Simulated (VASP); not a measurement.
# EuNbTe4 (F-43m) in VASP: single point with PBE

Aim: the single point of EuNbTe4 with PBE.

Program: VASP 6.6.1. These are calculated values, not measurements. Logs are shortened: lines on timing, memory, paths and dates and some standing lists are left out, and cuts for length are marked.

## 1. The cell of the first run

Symmetry: F-43m, No. 216, cubic system. The conventional cell has a = 8.888 Å, b = 8.888 Å, c = 8.888 Å, α = 90.00°, β = 90.00°, γ = 90.00°. Within 4.8 Å of Eu (site symmetry -43m) lie 12 Te at 3.69 Å and 4 Nb at 3.85 Å. Within 4.8 Å of Nb (site symmetry -43m) lie 12 Te at 3.68 Å and 4 Eu at 3.85 Å. Te (site symmetry 3m) has 6 Te at 3.14 to 3.15 Å and 3 Nb at 3.68 Å and 3 Eu at 3.69 Å within 4.1 Å.

## 2. Single point, PBE, collinear spin, ferromagnetic start

The input, INCAR:

```
SYSTEM = EuNbTe4
  PREC = Accurate
  ENCUT = 520
  EDIFF = 1E-6
  ISMEAR = 0
  SIGMA = 0.1
  LREAL = .False.
  LASPH = .True.
  NELM = 150
  ALGO = Normal
  ISIF = 2
  LWAVE = .False.
  LCHARG = .True.
  ISPIN = 2
  MAGMOM = 7 0 0 0 0 0
  LORBIT = 11
  LMAXMIX = 6
  GGA = PE
  LELF = .True.
  LVHAR = .True.
  NBANDS = 40
```

The input, KPOINTS:

```
Automatic mesh
0
Gamma
  4 4 4
  0 0 0
```

The input, POSCAR:

```
EuNbTe4
1.0
    0.0000000000      4.4439938100      4.4439938100
    4.4439938100      0.0000000000      4.4439938100
    4.4439938100      4.4439938100      0.0000000000
Eu Nb Te
1 1 4
Direct
    0.7500000000      0.7500000000      0.7500000000
    0.0000000000      0.0000000000      0.0000000000
    0.3747620000      0.3747620000      0.8757140000
    0.8757140000      0.3747620000      0.3747620000
    0.3747620000      0.3747620000      0.3747620000
    0.3747620000      0.8757140000      0.3747620000
```

Potentials or basis: VASP PAW PBE potentials, release 64 (Eu, Nb_sv, Te).

On the command line:

```console
cat potpaw_PBE.64/Eu/POTCAR potpaw_PBE.64/Nb_sv/POTCAR potpaw_PBE.64/Te/POTCAR > POTCAR
mpirun -np 1 vasp_std > vasp.out
```

OUTCAR:

```text
SYSTEM = EuNbTe4
   PREC = Accurate
   ENCUT = 520
   EDIFF = 1E-6
   ISMEAR = 0
   LREAL = .False.
   LASPH = .True.
   NELM = 150
   ISIF = 2
   ISPIN = 2
   LORBIT = 11
   GGA = PE

 ion  position               nearest neighbor table
   1  0.750  0.750  0.750-
   2  0.000  0.000  0.000-
   3  0.375  0.375  0.876-   4 3.14   5 3.14   6 3.14   6 3.15   4 3.15   5 3.15
   4  0.876  0.375  0.375-   3 3.14   5 3.14   6 3.14   6 3.15   3 3.15   5 3.15
   5  0.375  0.375  0.375-   3 3.14   4 3.14   6 3.14   4 3.15   6 3.15   3 3.15
   6  0.375  0.876  0.375-   3 3.14   4 3.14   5 3.14   4 3.15   3 3.15   5 3.15

  LATTYP: Found a face centered cubic cell.
 ALAT       =     8.8879876200

  Lattice vectors:

 A1 = (   0.0000000000,   4.4439938100,   4.4439938100)
 A2 = (   4.4439938100,   0.0000000000,   4.4439938100)
 A3 = (   4.4439938100,   4.4439938100,   0.0000000000)

Analysis of symmetry for initial positions (statically):
=====================================================================
 Subroutine PRICEL returns:
 Original cell was already a primitive cell.

 Routine SETGRP: Setting up the symmetry group for a
 face centered cubic supercell.

 Subroutine GETGRP returns: Found 24 space group operations
 (whereof 24 operations were pure point group operations)
 out of a pool of 48 trial point group operations.

The static configuration has the point symmetry T_d .

Analysis of symmetry for dynamics (positions and initial velocities):
=====================================================================
 Subroutine PRICEL returns:
 Original cell was already a primitive cell.

 Routine SETGRP: Setting up the symmetry group for a
 face centered cubic supercell.

 Subroutine GETGRP returns: Found 24 space group operations
 (whereof 24 operations were pure point group operations)
 out of a pool of 48 trial point group operations.

The dynamic configuration has the point symmetry T_d .

Analysis of structural, dynamic, and magnetic symmetry:
=====================================================================
 Subroutine PRICEL returns:
 Original cell was already a primitive cell.

 Routine SETGRP: Setting up the symmetry group for a
 face centered cubic supercell.

 Subroutine GETGRP returns: Found 24 space group operations
 (whereof 24 operations were pure point group operations)
 out of a pool of 48 trial point group operations.

The overall configuration has the point symmetry T_d .

 Subroutine INISYM returns: Found 24 space group operations
 (whereof 24 operations are pure point group operations),
 and found     1 'primitive' translations

----------------------------------------------------------------------------------------

                                     Primitive cell

  volume of cell :     175.5296

  direct lattice vectors                    reciprocal lattice vectors
     0.000000000  4.443993810  4.443993810    -0.112511408  0.112511408  0.112511408
     4.443993810  0.000000000  4.443993810     0.112511408 -0.112511408  0.112511408
     4.443993810  4.443993810  0.000000000     0.112511408  0.112511408 -0.112511408

  length of vectors
     6.284756317  6.284756317  6.284756317     0.194875475  0.194875475  0.194875475

  position of ions in fractional coordinates (direct lattice)
     0.750000000  0.750000000  0.750000000
     0.000000000  0.000000000  0.000000000
     0.374762000  0.374762000  0.875714000
     0.875714000  0.374762000  0.374762000
     0.374762000  0.374762000  0.374762000
     0.374762000  0.875714000  0.374762000

  ion indices of the primitive-cell ions
   primitive index   ion index
                 1           1
[... 32 lines left out ...]
 Following reciprocal coordinates:
            Coordinates               Weight
  0.000000  0.000000  0.000000      1.000000
  0.250000  0.000000  0.000000      8.000000
  0.500000  0.000000  0.000000      4.000000
  0.250000  0.250000  0.000000      6.000000
  0.500000  0.250000  0.000000     24.000000
 -0.250000  0.250000  0.000000     12.000000
  0.500000  0.500000  0.000000      3.000000
 -0.250000  0.500000  0.250000      6.000000
   k-points           NKPTS =      8   k-points in BZ     NKDIM =      8   number of bands    NBANDS=     40
   number of dos      NEDOS =    301   number of ions     NIONS =      6
   total plane-waves  NPLWV = 110592
   dimension x,y,z NGX =    48 NGY =   48 NGZ =   48
   dimension x,y,z NGXF=    96 NGYF=   96 NGZF=   96
   ions per type =               1   1   4
   NGX,Y,Z   is equivalent  to a cutoff of  12.70, 12.70, 12.70 a.u.
   NGXF,Y,Z  is equivalent  to a cutoff of  25.39, 25.39, 25.39 a.u.
 SYSTEM =  EuNbTe4
   PREC   = accura    normal or accurate (medium, high low for compatibility)
   ISTART =      0    job   : 0-new  1-cont  2-samecut
   ICHARG =      2    charge: 1-file 2-atom 10-const
   ISPIN  =      2    spin polarized calculation?
   LNONCOLLINEAR =      F non collinear calculations
   LSORBIT =      F    spin-orbit coupling
   LASPH  =      T    aspherical Exc in radial PAW
   ENCUT  =  520.0 eV  38.22 Ry    6.18 a.u.  11.69 11.69 11.69*2*pi/ulx,y,z
   NELM   =    150;   NELMIN=  2; NELMDL= -5     # of ELM steps
   EDIFF  = 0.1E-05   stopping-criterion for ELM
   LREAL  =      F    real-space projection
   EDIFFG = 0.1E-04   stopping-criterion for IOM
   NSW    =      0    number of steps for IOM
   IBRION =     -1    ionic relax: 0-MD 1-quasi-New 2-CG
   NFREE  =      0    steps in history (QN), initial steepest desc. (CG)
   ISIF   =      2    stress and relaxation
   ISYM   =      2    0-nonsym 1-usesym 2-fastsym
   POTIM  = 0.5000    time-step for ionic-motion
   TEBEG  =    0.0;   TEEND  =   0.0 temperature during run
   PSTRESS=    0.0 pullay stress
   NELECT =      54.0000    total number of electrons
   NUPDOWN=      -1.0000    fix difference up-down
   EMIN   =  10.00;   EMAX   =-10.00  energy-range for DOS
   EFERMI =   0.00;   METHOD = LEGACY
   ISMEAR =     0;   SIGMA  =   0.10  broadening in eV -4-tet -1-fermi 0-gaus
   EFERMI_NEDOS =   21; number of points for ismear=-14 and -15
   IALGO  =     38    algorithm
   IMIX   =      4    mixing-type and parameters
     AMIX     =   0.40;   BMIX     =  1.00
     AMIX_MAG =   1.60;   BMIX_MAG =  1.00
  volume/ion in A,a.u.               =      29.25       197.42
  Fermi-wavevector in a.u.,A,eV,Ry     =   1.105154  2.088437 16.617672  1.221364
  Thomas-Fermi vector in A             =   2.241637
   LORBIT       =     11    0 simple, 1 ext, 2 COOP (PROOUT), +10 PAW based schemes
   GGA     = PE    functional components
   LHFCALC =     F    Hartree Fock is set to
   AEXX    =    0.0000 exact exchange contribution
   IVDW    =     0    specifies the selected vdW correction
   LEPSILON=     F    determine dielectric tensor
   LRPA    =     F    only Hartree local field effects (RPA)
 spin polarized calculation
 Gauss-broadening in eV      SIGMA  =   0.10
  energy-cutoff  :      520.00
  volume of cell :      175.53
 maximum number of plane-waves:      4766
 NGX is ok and might be reduce to    48
   NGX = 23   NGY = 23   NGZ = 23

 number of electron      54.0000000 magnetization       9.1469361

 number of electron      54.0000000 magnetization      10.4618999

 Free energy of the ion-electron system (eV)
  ---------------------------------------------------
  ext. energy  EPLUGINS =         0.00000000
  ---------------------------------------------------
  free energy    TOTEN  =       -31.25962703 eV

  energy without entropy =      -31.22874924  energy(sigma->0) =      -31.24418813

 E-fermi :   7.3761     XC(G=0):  -9.9299

 val. band max:        7.3520029421   @ k =   0.2500   0.0000   0.0000
 cond. band min:       7.3868150564   @ k =   0.5000   0.0000   0.0000
 fundamental gap:      0.0348121143
 Fermi energy:         7.3760931353

 spin component 1

 k-point     1 :       0.0000    0.0000    0.0000
  band No.  band energies     occupation
      1     -48.5547      1.00000
      2     -34.4768      1.00000
      3     -24.7305      1.00000
      4     -24.7305      1.00000
      5     -24.7305      1.00000
      6     -13.2642      1.00000
[... 325 lines left out ...]
     38       8.8856      0.00000
     39      10.0740      0.00000
 Fermi energy:         7.3760931353

 spin component 2

 k-point     1 :       0.0000    0.0000    0.0000
  band No.  band energies     occupation
      1     -46.9732      1.00000
      2     -31.3270      1.00000
      3     -22.9171      1.00000
      4     -22.9171      1.00000
      5     -22.9171      1.00000
      6     -10.9501      1.00000
[... 325 lines left out ...]
     38      11.6066      0.00000
     39      11.6386      0.00000
 [bands above 39 left out]

------------------------ aborting loop because EDIFF is reached ----------------------------------------

  FORCE on cell =-STRESS in cart. coord.  units (eV):
  Direction    XX          YY          ZZ          XY          YZ          ZX
  --------------------------------------------------------------------------------------
  -------------------------------------------------------------------------------------
  Total        2.4087124      2.4087124      2.4087124      0.0000000      0.0000000      0.0000000
  in kB       21.9859480     21.9859480     21.9859480      0.0000000      0.0000000      0.0000000
  external PRESSURE =      21.9859480 kB  Pullay stress =       0.0000000 kB

 VOLUME and BASIS-vectors are now :
 -----------------------------------------------------------------------------
  energy-cutoff  :      520.00
  volume of cell :      175.53
      direct lattice vectors                 reciprocal lattice vectors
     0.000000000  4.443993810  4.443993810    -0.112511408  0.112511408  0.112511408
     4.443993810  0.000000000  4.443993810     0.112511408 -0.112511408  0.112511408
     4.443993810  4.443993810  0.000000000     0.112511408  0.112511408 -0.112511408

 POSITION                                       TOTAL-FORCE (eV/Angst)
 -----------------------------------------------------------------------------------
      6.66599      6.66599      6.66599         0.000000      0.000000      0.000000
      0.00000      0.00000      0.00000         0.000000      0.000000      0.000000
      5.55711      5.55711      3.33088         0.036869      0.036869     -0.036869
      3.33088      5.55711      5.55711        -0.036869      0.036869      0.036869
      3.33088      3.33088      3.33088        -0.036869     -0.036869     -0.036869
      5.55711      3.33088      5.55711         0.036869     -0.036869      0.036869
 -----------------------------------------------------------------------------------
    total drift:                               -0.000000     -0.000000     -0.000000

  FREE ENERGIE OF THE ION-ELECTRON SYSTEM (eV)
  ---------------------------------------------------
  free  energy   TOTEN  =       -31.2596270296 eV

  energy  without entropy=      -31.2287492396  energy(sigma->0) =      -31.24418813

 total charge

# of ion       s       p       d       f       tot
--------------------------------------------------
    1        2.029   5.724   0.290   6.669  14.712
    2        2.121   5.893   2.569   0.000  10.583
    3        1.444   1.821   0.065   0.000   3.329
    4        1.444   1.821   0.065   0.000   3.329
    5        1.444   1.821   0.065   0.000   3.329
    6        1.444   1.821   0.065   0.000   3.329
--------------------------------------------------
tot          9.925  18.901   3.117   6.669  38.612

 magnetization (x)

# of ion       s       p       d       f       tot
--------------------------------------------------
    1       -0.003  -0.103   0.138   6.648   6.681
    2        0.074   0.022   2.265   0.000   2.362
    3        0.000  -0.107   0.007   0.000  -0.100
    4        0.000  -0.107   0.007   0.000  -0.100
    5        0.000  -0.107   0.007   0.000  -0.100
    6        0.000  -0.107   0.007   0.000  -0.100
--------------------------------------------------
tot          0.072  -0.509   2.433   6.648   8.645
```

Wall time 5.2 min (1 thread of Intel Xeon Platinum 8559C (Emerald Rapids), shared host); peak memory 0.47 GiB.

What came out:

```
Free energy                                           : -31.2596 eV
Pressure                                              : 2.2 GPa
Largest force                                         : 0.064 eV/Å
Net moment                                            : 10.46 μB per cell
Site moments                                          : Eu +6.68; Nb +2.36; Te -0.10 μB
Valence electrons inside the program's atomic spheres : Eu 14.71; Nb 10.58; Te 3.33
```

Forces on the atoms (eV/Å):
```
Eu   0.000  0.000  0.000
Nb   0.000  0.000  0.000
Te   0.037  0.037 -0.037
Te  -0.037  0.037  0.037
Te  -0.037 -0.037 -0.037
Te   0.037 -0.037  0.037
```

Levels at points of the mesh, in eV from the Fermi level:
Spin up:
| k point | band 28 | band 29 | band 30 | band 31 | band 32 | band 33 | band 34 | band 35 | band 36 | band 37 |
| --- | --- | --- | --- | --- | --- | --- | --- | --- | --- | --- |
| (0.00, 0.00, 0.00) | -0.56 | -0.55 | 0.15 | 0.15 | 1.20 | 1.20 | 1.20 | 1.24 | 1.24 | 1.24 |
| (0.50, 0.00, 0.00) | -0.62 | -0.57 | -0.39 | -0.39 | -0.15 | 0.01 | 0.01 | 1.28 | 1.55 | 1.55 |
| (0.50, 0.50, 0.00) | -0.60 | -0.57 | -0.55 | -0.55 | -0.54 | -0.26 | 0.58 | 1.24 | 1.41 | 1.41 |
Spin down:
| k point | band 20 | band 21 | band 22 | band 23 | band 24 | band 25 |
| --- | --- | --- | --- | --- | --- | --- |
| (0.00, 0.00, 0.00) | 0.96 | 0.96 | 0.96 | 1.22 | 1.22 | 1.22 |
| (0.50, 0.00, 0.00) | -2.60 | -2.53 | -0.15 | 1.07 | 1.17 | 1.17 |
| (0.50, 0.50, 0.00) | -2.64 | -2.62 | -2.60 | 0.92 | 0.92 | 1.33 |

Caveat: spin-orbit coupling is left out, which moves the levels of the heavy elements; a cell with one magnetic atom can't hold antiferromagnetic order, which such compounds often take; without U or exact exchange the open f shell lies at the Fermi level, which spoils levels, moments and volumes.
